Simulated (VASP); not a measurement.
Write the native input for VASP 6.6.1 that does the following.

| Property | Result |
| --- | --- |
| Task | single point |
| Functional | PBE |
| Dispersion | D3(BJ) |
| Potentials or basis | VASP PAW PBE potentials, release 64 (B, N) |
| Cutoff | 520 eV |
| k mesh | 12 × 12 × 1 |
| Occupations | gaussian, width 0.02 eV |
| Spin | no spin polarisation |
| Dipole correction | yes |
| Further INCAR settings | ALGO = Normal; EDIFF = 1e-07; NBANDS = 11 |

The structure of BN lies in POSCAR:

```
BN
1.0
    2.6342001691      0.0000000000      0.0000000000
   -1.3171000845      2.1726516810      0.0000000000
    0.0000000000      0.0000000000     26.0000000000
B N
1 1
Direct
    0.0012363442      0.0024726884      0.5000000000
    0.6654303224      0.3308606449      0.5000000000
```

This cell differs from its parent crystal: strain along x +0.050, then relaxed in part.

One way to write it, as run:

INCAR

```
SYSTEM = BN
ALGO = Normal
DIPOL = 0.5 0.5 0.500
EDIFF = 1E-7
ENCUT = 520
GGA = PE
IDIPOL = 3
ISIF = 2
ISMEAR = 0
IVDW = 12
LASPH = .True.
LCHARG = .False.
LDIPOL = .True.
LREAL = .False.
LWAVE = .False.
NBANDS = 11
NELM = 60
PREC = Accurate
SIGMA = 0.02
```

KPOINTS

```
k-points
0
Gamma
  12 12 1
  0 0 0
```

Potentials or basis: VASP PAW PBE potentials, release 64 (B, N).

Launch:

```console
$ cat potpaw_PBE.64/B/POTCAR potpaw_PBE.64/N/POTCAR > POTCAR
$ mpirun -np 1 vasp_std > vasp.out
```

It gave:

| Property | Result |
| --- | --- |
| Largest force | 0.008 eV/Å |
| Band gap on the k mesh | 4.50 eV |
| Dispersion energy per atom | -0.073 eV |

Caveat: the cell differs from its parent crystal (strain along x +0.050, then relaxed in part).

It took 120 s on 1 thread of Intel(R) Xeon(R) Platinum 8488C (Sapphire Rapids) (shared host), peak memory 0.29 GiB.
